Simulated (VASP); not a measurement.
Input of a VASP 6.6.1 run:

The input INCAR:

```
SYSTEM = SiC
PREC     = Accurate       ! precision mode
ENCUT    = 600            ! plane-wave cutoff, eV
EDIFF    = 1E-6           ! SCF threshold, eV
ISMEAR   = 0              ! smearing method
SIGMA    = 0.02           ! smearing width, eV
LREAL    = .FALSE.        ! projectors in reciprocal space
LASPH    = .TRUE.         ! aspherical terms in the spheres
NELM     = 100            ! most SCF steps
ALGO     = Normal         ! electronic algorithm
ISIF     = 3              ! what is computed and relaxed
LWAVE    = .FALSE.        ! write WAVECAR
LCHARG   = .FALSE.        ! write CHGCAR
GGA      = PS             ! functional
IBRION   = 2              ! ionic algorithm
NSW      = 100            ! ionic steps
EDIFFG   = -0.005         ! ionic threshold
```

KPOINTS

```
Automatic mesh
0
G
  12 12 12
  0 0 0
```

Contents of POSCAR:

```
SiC
1.0
    0.0000000000      2.1740000000      2.1740000000
    2.1740000000      0.0000000000      2.1740000000
    2.1740000000      2.1740000000      0.0000000000
Si C
1 1
Direct
    0.0000000000      0.0000000000      0.0000000000
    0.7500000000      0.7500000000      0.7500000000
```

Potentials or basis: VASP PAW PBE potentials, release 64 (Si, C).

The run is started by

```sh
$ cat potpaw_PBE.64/Si/POTCAR potpaw_PBE.64/C/POTCAR > POTCAR
$ mpirun -np 1 vasp_std > vasp.out
```

(1) Predict the relaxed cell.

(2) Predict the space group after relaxing (to 0.05 Å).

## Answers

(1) a = 3.082 Å, b = 3.082 Å, c = 3.082 Å, α = 60.00°, β = 60.00°, γ = 60.00°.

(2) F-43m (No. 216).
